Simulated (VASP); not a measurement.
Here is a VASP 6.6.1 calculation.

File INCAR:

```
SYSTEM = SiNi
ALGO = Normal
EDIFF = 1E-7
ENCUT = 520
GGA = PE
ISIF = 2
ISMEAR = -1
LASPH = .True.
LCHARG = .True.
LELF = .True.
LREAL = .False.
LVHAR = .True.
LWAVE = .False.
NBANDS = 14
NELM = 60
PREC = Accurate
SIGMA = 0.1
```

The input KPOINTS:

```
k-points
0
Gamma
  15 15 15
  0 0 0
```

Contents of POSCAR:

```
SiNi
1.0
    2.7203070949      0.0000000000      0.0000000000
    0.0000000000      2.7203070949      0.0000000000
    0.0000000000      0.0000000000      2.7203070949
Ni Si
1 1
Direct
    0.0000000000      0.0000000000      0.0000000000
    0.5000000000      0.5000000000      0.5000000000
```

Potentials or basis: VASP PAW PBE potentials, release 64 (Ni, Si).

Command:

```sh
$ cat potpaw_PBE.64/Ni/POTCAR potpaw_PBE.64/Si/POTCAR > POTCAR
$ mpirun -np 1 vasp_std > vasp.out
```

What does it give for the band gap on the k mesh?

Zero (band 7 reaches 16.73 eV, above the bottom of band 8 at 13.58 eV).

What does it give for the pressure?

30.0 GPa.

 Spin polarisation is off, so any magnetic state and its effect on volume and gap are missing.
